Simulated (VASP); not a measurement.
Set up this calculation in VASP 6.6.1, as the native input.

- Task: single point
- Functional: LDA
- Potentials or basis: VASP PAW LDA potentials, release 64 (Fe)
- Cutoff: 520 eV
- k mesh: 17 × 17 × 5
- Occupations: fermi-dirac, width 0.1 eV
- Spin: no spin polarisation
- Dipole correction: no
- Further INCAR settings: ALGO = Normal; EDIFF = 1e-06; NBANDS = 24

The structure of Fe lies in POSCAR:

```
Fe
1.0
    2.3648095024      0.0000000000      0.0000000000
   -1.1824047512      2.0479851042      0.0000000000
    0.0000000000      0.0000000000      7.6108407533
Fe
4
Direct
    1.0000000000      0.0000000000      0.0000000000
    1.0000000000      0.0000000000      0.5000000000
    0.3333333333      0.6666666667      0.2500000000
    0.6666666667      0.3333333333      0.7500000000
```

This isn't the form of Fe at room conditions, which is bcc.

These files were run (other wordings do the same):

INCAR

```
PREC = Accurate ; ENCUT = 520
EDIFF = 1E-6 ; ISMEAR = -1
SIGMA = 0.1 ; LREAL = False
LASPH = True ; NELM = 80
ALGO = Normal ; ISIF = 2
LWAVE = False ; LCHARG = False
NBANDS = 24
```

KPOINTS

```
Automatic mesh
0
Gamma
  17 17 5
```

Potentials or basis: VASP PAW LDA potentials, release 64 (Fe).

Run with:

```sh
$ cat potpaw_LDA.64/Fe/POTCAR > POTCAR
$ mpirun -np 1 vasp_std > vasp.out
```

Results of the run:

The pressure is 15.1 GPa and the band gap on the k mesh is zero (bands 16 and 17 overlap by 2.01 eV).

Caveat: the cell stands under pressure; the run has no spin polarisation, though such a crystal can be magnetic.

Run time: 97 s on 1 thread of Intel Xeon 8259CL, on a shared host, peak memory 0.18 GiB.
